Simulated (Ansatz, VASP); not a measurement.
One calculation of ZnCu, two programs

File INCAR:

```
  PREC = Accurate
  ENCUT = 520
  EDIFF = 1E-6
  ISMEAR = 0
  SIGMA = 0.15
  LREAL = False
  LASPH = True
  NELM = 60
  ALGO = Fast
  ISIF = 2
  LWAVE = False
  LCHARG = True
  GGA = PE
  LELF = True
  LVHAR = True
  NBANDS = 18
```

Contents of KPOINTS:

```
regular mesh
0
Gamma
  16 16 16
```

Contents of POSCAR:

```
ZnCu
1.0
    3.1651576070     -0.3878724476     -0.3878724476
   -0.3878724476      3.1651576070     -0.3878724476
   -0.3878724476     -0.3878724476      3.1651576070
Zn Cu
1 1
Direct
    0.5000000000      0.5000000000      0.5000000000
    0.0000000000      0.0000000000      0.0000000000
```

Input for Ansatz:

```yaml
crystal:
  lattice:
    - [3.165157607, -0.3878724476, -0.3878724476]
    - [-0.3878724476, 3.165157607, -0.3878724476]
    - [-0.3878724476, -0.3878724476, 3.165157607]
  atoms:
    - { symbol: Zn, position: [0.5, 0.5, 0.5] }
    - { symbol: Cu, position: [0.0, 0.0, 0.0] }
basis:
  ecutwfc: 520.0
kpoints:
  mp_grid: { grid: [16, 16, 16] }
hamiltonian:
  xc: pbe
scf:
  occupations: { method: gaussian, width: 0.15 }
output:
  forces: true
  stress: true
  eigenvalues: true
```

Alike in both runs: task single point; functional PBE; k mesh 16 × 16 × 16; occupations gaussian, width 0.15 eV; no spin polarisation.

|  | VASP | Ansatz |
| --- | --- | --- |
| version | VASP 6.6.1 | Ansatz 0.2.0 |
| potentials or method | VASP PAW PBE potentials, release 64 (Zn, Cu), cutoff 520 eV | scalar-relativistic, plane waves, PAW |
| valence electrons in the cell | 23 | 31 |

Ansatz gave:

| Property | Result |
| --- | --- |
| gap on the k mesh at the Fermi level (eV) | none |
| pressure (GPa) | 18.1 |
| traceless stress, the component that is largest in VASP (GPa) | 30.00 |

**Question.** Estimate VASP's values.

**Answer.** gap on the k mesh at the Fermi level (eV): none; pressure (GPa): 18.4; traceless stress, the component that is largest in VASP (GPa): 30.46.

A gap of «none» marks a metal or a gap that the smearing closes. VASP's potentials hold 23 valence electrons a cell and Ansatz's 31, so a difference there can come from the potentials and not from the codes.
